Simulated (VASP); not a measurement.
# MgO (Fm-3m) in VASP: further runs

The runs below take MgO through single point, with LDA.

All numbers are computed with VASP 6.6.1; they aren't measurements. Logs are shortened: lines on timing, memory, paths and dates and some standing lists are left out, and cuts for length are marked.

**What was measured.**

“Electronic structure of alkaline earth and post-transition metal oxides”, 2009, arxiv:0908.1581 quotes, for a bulk crystal of MgO: band gap 7.83 eV.

The runs below are set against these values where they give the same quantity.

## Step 1: The cell of the first run

The structure is cubic, space group Fm-3m (No. 225). Conventional cell: a = 4.280 Å, b = 4.280 Å, c = 4.280 Å, α = 90.00°, β = 90.00°, γ = 90.00°. Within 2.8 Å of Mg (site symmetry m-3m) lie 6 O at 2.14 Å. Within 2.8 Å of O (site symmetry m-3m) lie 6 Mg at 2.14 Å.

## Step 2: Single point, LDA (9.80 Å³/atom)

The input, INCAR:

```
  ALGO = Normal
  EDIFF = 1E-6
  ENCUT = 840
  GGA = CA
  GGA_COMPAT = False
  ISIF = 2
  ISMEAR = 0
  LASPH = True
  LCHARG = False
  LREAL = False
  LWAVE = False
  NBANDS = 15
  NELM = 120
  PREC = Accurate
  SIGMA = 0.02
```

The input, KPOINTS:

```
k-points
0
Gamma
  10 10 10
```

The input, POSCAR:

```
MgO
1.0
    0.0000000000      2.1402106944      2.1402106944
    2.1402106944      0.0000000000      2.1402106944
    2.1402106944      2.1402106944      0.0000000000
Mg O
1 1
Direct
    0.0000000000      0.0000000000      0.0000000000
    0.5000000000      0.5000000000      0.5000000000
```

Potentials or basis: VASP PAW LDA potentials, release 64 (Mg_sv, O).

Started as:

```bash
cat potpaw_LDA.64/Mg_sv/POTCAR potpaw_LDA.64/O/POTCAR > POTCAR
mpirun -np 1 vasp_std > vasp.out
```

OUTCAR:

```text
EDIFF = 1E-6
   ENCUT = 840
   GGA = CA
   ISIF = 2
   ISMEAR = 0
   LASPH = True
   LREAL = False
   NELM = 120
   PREC = Accurate

 ion  position               nearest neighbor table
   1  0.000  0.000  0.000-
   2  0.500  0.500  0.500-

  LATTYP: Found a face centered cubic cell.
 ALAT       =     4.2804213888

  Lattice vectors:

 A1 = (   0.0000000000,   2.1402106944,   2.1402106944)
 A2 = (   2.1402106944,   0.0000000000,   2.1402106944)
 A3 = (   2.1402106944,   2.1402106944,   0.0000000000)

Analysis of symmetry for initial positions (statically):
=====================================================================
 Subroutine PRICEL returns:
 Original cell was already a primitive cell.

 Routine SETGRP: Setting up the symmetry group for a
 face centered cubic supercell.

 Subroutine GETGRP returns: Found 48 space group operations
 (whereof 48 operations were pure point group operations)
 out of a pool of 48 trial point group operations.

The static configuration has the point symmetry O_h .

Analysis of symmetry for dynamics (positions and initial velocities):
=====================================================================
 Subroutine PRICEL returns:
 Original cell was already a primitive cell.

 Routine SETGRP: Setting up the symmetry group for a
 face centered cubic supercell.

 Subroutine GETGRP returns: Found 48 space group operations
 (whereof 48 operations were pure point group operations)
 out of a pool of 48 trial point group operations.

The dynamic configuration has the point symmetry O_h .

 Subroutine INISYM returns: Found 48 space group operations
 (whereof 48 operations are pure point group operations),
 and found     1 'primitive' translations

----------------------------------------------------------------------------------------

                                     Primitive cell

  volume of cell :      19.6065

  direct lattice vectors                    reciprocal lattice vectors
     0.000000000  2.140210694  2.140210694    -0.233621858  0.233621858  0.233621858
     2.140210694  0.000000000  2.140210694     0.233621858 -0.233621858  0.233621858
     2.140210694  2.140210694  0.000000000     0.233621858  0.233621858 -0.233621858

  length of vectors
     3.026714990  3.026714990  3.026714990     0.404644929  0.404644929  0.404644929

  position of ions in fractional coordinates (direct lattice)
     0.000000000  0.000000000  0.000000000
     0.500000000  0.500000000  0.500000000

  ion indices of the primitive-cell ions
   primitive index   ion index
                 1           1
                 2           2

----------------------------------------------------------------------------------------

 KPOINTS: k-points

Automatic generation of k-mesh.
 Grid dimensions read from file:
 generate k-points for:   10   10   10

 Generating k-lattice:

  Cartesian coordinates                     Fractional coordinates (reciprocal lattice)
    -0.023362186  0.023362186  0.023362186     0.100000000  0.000000000  0.000000000
     0.023362186 -0.023362186  0.023362186     0.000000000  0.100000000  0.000000000
     0.023362186  0.023362186 -0.023362186     0.000000000  0.000000000  0.100000000

  Length of vectors
     0.040464493  0.040464493  0.040464493

  Shift w.r.t. Gamma in fractional coordinates (k-lattice)
     0.000000000  0.000000000  0.000000000

 Subroutine IBZKPT returns following result:
 ===========================================

 Found     47 irreducible k-points:

 Following reciprocal coordinates:
            Coordinates               Weight
  0.000000  0.000000  0.000000      1.000000
  0.100000  0.000000  0.000000      8.000000
  0.200000  0.000000  0.000000      8.000000
  0.300000  0.000000  0.000000      8.000000
  0.400000  0.000000  0.000000      8.000000
  0.500000  0.000000  0.000000      4.000000
[... 16 lines left out ...]
  0.300000  0.300000  0.000000      6.000000
  0.400000  0.300000  0.000000     24.000000
 [... further k-points ...]
   k-points           NKPTS =     47   k-points in BZ     NKDIM =     47   number of bands    NBANDS=     15
   number of dos      NEDOS =    301   number of ions     NIONS =      2
   total plane-waves  NPLWV =  27000
   dimension x,y,z NGX =    30 NGY =   30 NGZ =   30
   dimension x,y,z NGXF=    60 NGYF=   60 NGZF=   60
   ions per type =               1   1
   NGX,Y,Z   is equivalent  to a cutoff of  16.48, 16.48, 16.48 a.u.
   NGXF,Y,Z  is equivalent  to a cutoff of  32.96, 32.96, 32.96 a.u.
 SYSTEM =  unknown system
   PREC   = accura    normal or accurate (medium, high low for compatibility)
   ISTART =      0    job   : 0-new  1-cont  2-samecut
   ICHARG =      2    charge: 1-file 2-atom 10-const
   ISPIN  =      1    spin polarized calculation?
   LNONCOLLINEAR =      F non collinear calculations
   LSORBIT =      F    spin-orbit coupling
   LASPH  =      T    aspherical Exc in radial PAW
   ENCUT  =  840.0 eV  61.74 Ry    7.86 a.u.   7.15  7.15  7.15*2*pi/ulx,y,z
   NELM   =    120;   NELMIN=  2; NELMDL= -5     # of ELM steps
   EDIFF  = 0.1E-05   stopping-criterion for ELM
   LREAL  =      F    real-space projection
   EDIFFG = 0.1E-04   stopping-criterion for IOM
   NSW    =      0    number of steps for IOM
   IBRION =     -1    ionic relax: 0-MD 1-quasi-New 2-CG
   NFREE  =      0    steps in history (QN), initial steepest desc. (CG)
   ISIF   =      2    stress and relaxation
   ISYM   =      2    0-nonsym 1-usesym 2-fastsym
   POTIM  = 0.5000    time-step for ionic-motion
   TEBEG  =    0.0;   TEEND  =   0.0 temperature during run
   PSTRESS=    0.0 pullay stress
   NELECT =      16.0000    total number of electrons
   NUPDOWN=      -1.0000    fix difference up-down
   EMIN   =  10.00;   EMAX   =-10.00  energy-range for DOS
   EFERMI =   0.00;   METHOD = LEGACY
   ISMEAR =     0;   SIGMA  =   0.02  broadening in eV -4-tet -1-fermi 0-gaus
   EFERMI_NEDOS =   21; number of points for ismear=-14 and -15
   IALGO  =     38    algorithm
   IMIX   =      4    mixing-type and parameters
     AMIX     =   0.40;   BMIX     =  1.00
     AMIX_MAG =   1.60;   BMIX_MAG =  1.00
  volume/ion in A,a.u.               =       9.80        66.16
  Fermi-wavevector in a.u.,A,eV,Ry     =   1.529848  2.890994 31.843552  2.340435
  Thomas-Fermi vector in A             =   2.637412
   LORBIT       =      0    0 simple, 1 ext, 2 COOP (PROOUT), +10 PAW based schemes
   GGA     = CA    functional components
   LHFCALC =     F    Hartree Fock is set to
   AEXX    =    0.0000 exact exchange contribution
   IVDW    =     0    specifies the selected vdW correction
   LEPSILON=     F    determine dielectric tensor
   LRPA    =     F    only Hartree local field effects (RPA)
 non-spin polarized calculation
 Gauss-broadening in eV      SIGMA  =   0.02
  energy-cutoff  :      840.00
  volume of cell :       19.61
 maximum number of plane-waves:      1106
 NGX is ok and might be reduce to    30
   NGX = 15   NGY = 15   NGZ = 15

 number of electron      15.9999994 magnetization

 Free energy of the ion-electron system (eV)
  ---------------------------------------------------
  ext. energy  EPLUGINS =         0.00000000
  ---------------------------------------------------
  free energy    TOTEN  =       -13.17598979 eV

  energy without entropy =      -13.17598979  energy(sigma->0) =      -13.17598979

 E-fermi :   2.5096     XC(G=0): -11.6857

 val. band max:        2.2399921221   @ k =   0.0000   0.0000   0.0000
 cond. band min:       6.4538545134   @ k =   0.0000   0.0000   0.0000
 fundamental gap:      4.2138623913
 Fermi energy:         2.5096151560

 k-point     1 :       0.0000    0.0000    0.0000
  band No.  band energies     occupation
      1     -69.2609      2.00000
      2     -36.7271      2.00000
      3     -36.7271      2.00000
      4     -36.7271      2.00000
      5     -14.5012      2.00000
      6       2.2400      2.00000
      7       2.2400      2.00000
      8       2.2400      2.00000
      9       6.4539      0.00000
     10      17.5063      0.00000
     11      17.5063      0.00000
     12      17.5063      0.00000
     13      21.4075      0.00000
     14      22.9875      0.00000
     15      22.9875      0.00000

 k-point     2 :       0.1000    0.0000    0.0000
  band No.  band energies     occupation
      1     -69.2603      2.00000
      2     -36.7343      2.00000
      3     -36.7279      2.00000
      4     -36.7279      2.00000
      5     -14.3975      2.00000
      6       1.5897      2.00000
      7       2.1765      2.00000
      8       2.1765      2.00000
      9       7.0839      0.00000
     10      16.2940      0.00000
     11      17.7271      0.00000
     12      17.7271      0.00000
     13      22.1693      0.00000
     14      22.1693      0.00000
     15      22.9302      0.00000

 k-point     3 :       0.2000    0.0000    0.0000
  band No.  band energies     occupation
      1     -69.2584      2.00000
      2     -36.7530      2.00000
      3     -36.7299      2.00000
      4     -36.7299      2.00000
      5     -14.1129      2.00000
      6       0.3011      2.00000
      7       2.0155      2.00000
      8       2.0155      2.00000
      9       8.2654      0.00000
     10      14.7868      0.00000
     11      18.1426      0.00000
     12      18.1426      0.00000
     13      21.4662      0.00000
     14      21.4662      0.00000
     15      23.4527      0.00000
[... 343 lines left out ...]
 k-point    23 :       0.3000    0.3000    0.0000
  band No.  band energies     occupation
      1     -69.2546      2.00000
      2     -36.7706      2.00000
      3     -36.7436      2.00000
      4     -36.7436      2.00000
      5     -13.5452      2.00000
      6      -0.8178      2.00000
      7       1.3389      2.00000
      8       1.3389      2.00000
      9      10.4685      0.00000
     10      12.3549      0.00000
     11      15.8747      0.00000
     12      19.3080      0.00000
     13      19.3080      0.00000
     14      25.5459      0.00000
     15      28.3540      0.00000

 k-point    24 :       0.4000    0.3000    0.0000
  band No.  band energies     occupation
      1     -69.2530      2.00000
      2     -36.7798      2.00000
      3     -36.7484      2.00000
      4     -36.7463      2.00000
      5     -13.3105      2.00000
      6      -1.2180      2.00000
      7       0.9865      2.00000
      8       1.1980      2.00000
      9      11.1813      0.00000
     10      12.0619      0.00000
     11      15.0854      0.00000
     12      19.4954      0.00000
     13      19.6984      0.00000
     14      26.2254      0.00000
     15      27.9987      0.00000

 [... further k-points ...]

------------------------ aborting loop because EDIFF is reached ----------------------------------------

  FORCE on cell =-STRESS in cart. coord.  units (eV):
  Direction    XX          YY          ZZ          XY          YZ          ZX
  --------------------------------------------------------------------------------------
  -------------------------------------------------------------------------------------
  Total       -1.4786408     -1.4786408     -1.4786408     -0.0000000      0.0000000     -0.0000000
  in kB     -120.8296985   -120.8296985   -120.8296985     -0.0000000      0.0000000     -0.0000000
  external PRESSURE =    -120.8296985 kB  Pullay stress =       0.0000000 kB

 VOLUME and BASIS-vectors are now :
 -----------------------------------------------------------------------------
  energy-cutoff  :      840.00
  volume of cell :       19.61
      direct lattice vectors                 reciprocal lattice vectors
     0.000000000  2.140210694  2.140210694    -0.233621858  0.233621858  0.233621858
     2.140210694  0.000000000  2.140210694     0.233621858 -0.233621858  0.233621858
     2.140210694  2.140210694  0.000000000     0.233621858  0.233621858 -0.233621858

 POSITION                                       TOTAL-FORCE (eV/Angst)
 -----------------------------------------------------------------------------------
      0.00000      0.00000      0.00000        -0.000000     -0.000000     -0.000000
      2.14021      2.14021      2.14021         0.000000      0.000000      0.000000
 -----------------------------------------------------------------------------------
    total drift:                                0.000000      0.000000      0.000000

  FREE ENERGIE OF THE ION-ELECTRON SYSTEM (eV)
  ---------------------------------------------------
  free  energy   TOTEN  =       -13.1759897896 eV

  energy  without entropy=      -13.1759897896  energy(sigma->0) =      -13.17598979
```

Run time: 20 s. Hardware: 1 thread of AMD EPYC 7R13 (Zen 3), shared host; peak memory 0.13 GiB.

What came out:

- Free energy: -13.1760 eV
- Pressure: -12.1 GPa
- Band gap on the k mesh: 4.21 eV

Caveat: the cell stands under tension.

## Step 3: Single point, LDA (8.72 Å³/atom)

This run uses another cell than the first one, of 8.72 Å³/atom.

The input, INCAR:

```
SYSTEM = MgO
PREC = Accurate
ENCUT = 840
EDIFF = 1E-6
ISMEAR = 0
SIGMA = 0.02
LREAL = .False.
LASPH = .True.
NELM = 120
ALGO = Normal
ISIF = 2
LWAVE = .False.
LCHARG = .True.
GGA = CA
LELF = .True.
LVHAR = .True.
NBANDS = 15
GGA_COMPAT = .False.
```

The input, KPOINTS:

```
Automatic mesh
0
Gamma
  10 10 10
  0 0 0
```

The input, POSCAR:

```
MgO
1.0
    0.0000000000      2.0585982944      2.0585982944
    2.0585982944      0.0000000000      2.0585982944
    2.0585982944      2.0585982944      0.0000000000
Mg O
1 1
Direct
    0.0000000000      0.0000000000      0.0000000000
    0.5000000000      0.5000000000      0.5000000000
```

Potentials or basis: VASP PAW LDA potentials, release 64 (Mg_sv, O).

Started as:

```bash
cat potpaw_LDA.64/Mg_sv/POTCAR potpaw_LDA.64/O/POTCAR > POTCAR
mpirun -np 1 vasp_std > vasp.out
```

Wall time 14 s (1 thread of AMD EPYC 7R13 (Zen 3), shared host); peak memory 0.12 GiB.

The run converged. Its results:

```yaml
Free_energy: -13.2199 eV
Pressure: 6.3 GPa
Band_gap_on_the_k_mesh: 5.36 eV
```

Levels at points of the mesh, in eV from the valence-band top:
```csv
k point,band 4,band 5,band 6,band 7,band 8,band 9,band 10,band 11,band 12,band 13
"(0.00, 0.00, 0.00)",-38.57,-17.35,0.00,0.00,0.00,5.36,15.90,15.90,15.90,20.11
"(0.50, 0.00, 0.00)",-38.58,-15.78,-5.00,-0.75,-0.75,8.18,13.19,16.71,16.71,21.67
"(0.50, 0.50, 0.00)",-38.61,-15.54,-4.40,-1.46,-1.46,8.95,10.48,13.63,19.69,19.69
```

Caveat: the cell stands under pressure. A hybrid or GW would open this gap; LDA tends to underestimate it.

## Step 4: Single point, LDA (8.45 Å³/atom)

This run uses another cell than the first one, of 8.45 Å³/atom.

The input, INCAR:

```
PREC = Accurate ; ENCUT = 840
EDIFF = 1E-6 ; ISMEAR = 0
SIGMA = 0.02 ; LREAL = False
LASPH = True ; NELM = 120
ALGO = Normal ; ISIF = 2
LWAVE = False ; LCHARG = True
GGA = CA ; LELF = True
LVHAR = True ; NBANDS = 15
GGA_COMPAT = False
```

The input, KPOINTS:

```
Automatic mesh
0
Gamma
  10 10 10
```

The input, POSCAR:

```
MgO
1.0
    0.0000000000      2.0371530027      2.0371530027
    2.0371530027      0.0000000000      2.0371530027
    2.0371530027      2.0371530027      0.0000000000
Mg O
1 1
Direct
    0.0000000000      0.0000000000      0.0000000000
    0.5000000000      0.5000000000      0.5000000000
```

Started as:

```bash
cat potpaw_LDA.64/Mg_sv/POTCAR potpaw_LDA.64/O/POTCAR > POTCAR
mpirun -np 1 vasp_std > vasp.out
```

It took 21 s on 1 thread of AMD EPYC 7R43 (Zen 3), shared host; peak memory 0.11 GiB.

The run converged. Its results:

```
Free energy            : -13.1857 eV
Pressure               : 13.0 GPa
Band gap on the k mesh : 5.70 eV
```

Levels at points of the mesh, in eV from the valence-band top:
| k point | band 4 | band 5 | band 6 | band 7 | band 8 | band 9 | band 10 | band 11 | band 12 | band 13 |
| --- | --- | --- | --- | --- | --- | --- | --- | --- | --- | --- |
| (0.00, 0.00, 0.00) | -38.48 | -17.53 | 0.00 | 0.00 | 0.00 | 5.70 | 16.07 | 16.07 | 16.07 | 20.37 |
| (0.50, 0.00, 0.00) | -38.49 | -15.86 | -5.15 | -0.79 | -0.79 | 8.38 | 13.55 | 17.04 | 17.04 | 22.17 |
| (0.50, 0.50, 0.00) | -38.52 | -15.62 | -4.54 | -1.51 | -1.51 | 8.97 | 10.85 | 13.97 | 20.19 | 20.19 |

Caveat: the cell stands under pressure.

## Step 5: Single point, LDA

This run uses another cell than the first one, of 8.99 Å³/atom.

The input, INCAR:

```
PREC     = Accurate       # precision mode
ENCUT    = 840            # plane-wave cutoff, eV
EDIFF    = 1E-6           # SCF threshold, eV
ISMEAR   = 0              # smearing method
SIGMA    = 0.02           # smearing width, eV
LREAL    = False          # projectors in reciprocal space
LASPH    = True           # aspherical terms in the spheres
NELM     = 120            # most SCF steps
ALGO     = Normal         # electronic algorithm
ISIF     = 2              # what is computed and relaxed
LWAVE    = False          # write WAVECAR
LCHARG   = False          # write CHGCAR
GGA      = CA             # functional
NBANDS   = 15             # bands
GGA_COMPAT= False
```

The input, KPOINTS:

```
regular mesh
0
Gamma
  10 10 10
```

The input, POSCAR:

```
MgO
1.0
    0.0000000000      2.0796058504      2.0796058504
    2.0796058504      0.0000000000      2.0796058504
    2.0796058504      2.0796058504      0.0000000000
Mg O
1 1
Direct
    0.0000000000      0.0000000000      0.0000000000
    0.5000000000      0.5000000000      0.5000000000
```

Started as:

```bash
cat potpaw_LDA.64/Mg_sv/POTCAR potpaw_LDA.64/O/POTCAR > POTCAR
mpirun -np 1 vasp_std > vasp.out
```

Run time: 14 s. Hardware: 1 thread of Intel Xeon Platinum 8375C at 2.90GHz (Ice Lake), shared host; peak memory 0.15 GiB.

The run converged. Its results:

```
Free energy            : -13.2334 eV
Pressure               : 0.6 GPa
Band gap on the k mesh : 5.04 eV
```

Levels at points of the mesh, in eV from the valence-band top:
```
           k point  band 6  band 7  band 8  band 9  band 10  band 11
(0.00, 0.00, 0.00)    0.00    0.00    0.00    5.04    15.74    15.74
(0.50, 0.00, 0.00)   -4.86   -0.71   -0.71    7.98    12.84    16.40
(0.50, 0.50, 0.00)   -4.28   -1.42   -1.42    8.93    10.14    13.30
```

## Step 6: The runs side by side

| cell | gap on the mesh (eV) | pressure (GPa) |
| --- | --- | --- |
| a = 3.027 Å, angles 60.0°, 2 atoms | 4.21 | -12.1 |
| a = 2.911 Å, angles 60.0°, 2 atoms | 5.36 | 6.3 |
| a = 2.881 Å, angles 60.0°, 2 atoms | 5.70 | 13.0 |
| a = 2.941 Å, angles 60.0°, 2 atoms | 5.04 | 0.6 |

Alike in all rows: task single point; level LDA; potentials or basis VASP PAW LDA potentials, release 64 (Mg_sv, O); no spin polarisation; k mesh 10 × 10 × 10; cutoff (eV) 840; smearing gaussian 0.02 eV.

Caveats: the cell stands under pressure (at least some runs); the cell stands under tension (at least some runs).

Absolute energies hang on the potentials; compare differences alone.

## Step 7: Comparison with measurements

Step 5. Measured gap of MgO: 7.83 eV (quoted in “Electronic structure of alkaline earth and post-transition metal oxides”, 2009, arxiv:0908.1581). This calculation gives 5.04 eV (-2.79 eV). The value is that of LDA, without temperature or zero-point motion. Semilocal functionals fall short of measured gaps as a rule.
